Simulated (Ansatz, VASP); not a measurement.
## One calculation of CoO, two programs

Contents of INCAR:

```
PREC     = Accurate       # precision mode
ENCUT    = 520            # plane-wave cutoff, eV
EDIFF    = 1E-8           # SCF threshold, eV
ISMEAR   = -1             # smearing method
SIGMA    = 0.05           # smearing width, eV
LREAL    = False          # projectors in reciprocal space
LASPH    = True           # aspherical terms in the spheres
NELM     = 150            # most SCF steps
ALGO     = Normal         # electronic algorithm
ISIF     = 2              # what is computed and relaxed
LWAVE    = False          # write WAVECAR
LCHARG   = False          # write CHGCAR
ISPIN    = 2              # spin polarisation
MAGMOM   = 2 0            # initial moments
LORBIT   = 11             # projections on sites
LMAXMIX  = 4              # l up to which the mixer works
GGA      = PE             # functional
LEFG     = True         
NBANDS   = 18             # bands
```

KPOINTS

```
regular mesh
0
Gamma
  15 15 15
```

The input POSCAR:

```
CoO
1.0
    0.0000000000      2.1456163054      2.1456163054
    2.1456163054      0.0000000000      2.1456163054
    2.1456163054      2.1456163054      0.0000000000
Co O
1 1
Direct
    0.0000000000      0.0000000000      0.0000000000
    0.5000000000      0.5000000000      0.5000000000
```

Input for Ansatz:

```yaml
crystal:
  lattice:
    - [0.0, 2.1456163054, 2.1456163054]
    - [2.1456163054, 0.0, 2.1456163054]
    - [2.1456163054, 2.1456163054, 0.0]
  atoms:
    - { symbol: Co, position: [0.0, 0.0, 0.0], spin: 2.0 }
    - { symbol: O, position: [0.5, 0.5, 0.5] }
magnetization:
  spin_polarized: true
kpoints:
  mp_grid: { grid: [15, 15, 15] }
scf:
  occupations: { method: fermi_dirac, width: 0.05 }
hamiltonian:
  xc: pbe
  pseudopotentials: { kind: paw }
output:
  forces: true
  stress: true
  eigenvalues: true
  efg: { contact_densities: true }
```

Change from the starting cell: volume scaled by 1.02, PAW files.

Alike in both runs: task electric field gradients; functional PBE; k mesh 15 × 15 × 15; occupations fermi-dirac, width 0.05 eV; collinear spin.

```csv
,VASP,Ansatz
version,VASP 6.6.1,Ansatz 0.2.0
potentials or method,"VASP PAW PBE potentials, release 64 (Co, O)","PAW with Ansatz's default frozen-core files, scalar-relativistic"
plane-wave cutoff (eV),520,420
valence electrons in the cell,15,23
```

VASP gave:

```
pressure (GPa)                                                : -5.4
net moment per atom (μB)                                      : 1.47
size of the moment on the site where the two differ most (μB) : 2.59
```

Estimate Ansatz's values.

pressure (GPa): -4.9; net moment per atom (μB): 1.48; size of the moment on the site where the two differ most (μB): 2.52.

Site moments also hang on the region over which each program counts them. VASP's potentials hold 15 valence electrons a cell and Ansatz's 23, so a difference there can come from the potentials and not from the codes.
